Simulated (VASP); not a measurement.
Runs of VASP 6.6.1 on Al2H. The structure is that of space group Fm-3m (No. 225), or close to it. The cells are those of the table. 

```tsv
task	cell	k mesh	cutoff (eV)	gap on the mesh (eV)	pressure (GPa)	relaxed volume (Å³/atom)
single point	a = 3.868 Å, angles 60.0°, 3 atoms	14 × 14 × 14	520	none	-0.1	-
single point	a = 3.883 Å, angles 60.0°, 3 atoms	6 × 6 × 6	520	none	0.1	-
relaxation of cell and atoms	relaxed from a = 3.635 Å, angles 60.0°, 3 atoms	6 × 6 × 6	600	none	-0.4	13.93
relaxation of cell and atoms	relaxed from a = 3.883 Å, angles 60.0°, 3 atoms	14 × 14 × 14	600	none	0.0	(a)
```

Alike in all rows: level PBE; potentials or basis VASP PAW PBE potentials, release 64 (Al, H); no spin polarisation; smearing gaussian 0.1 eV.

Q: Fill in the values left out.

A: (a) 13.63.

Caveats: the volume moved by over 15 % at a fixed basis, so the end points are rough (some runs).

A gap of «none» marks levels without a gap at the run's occupations.
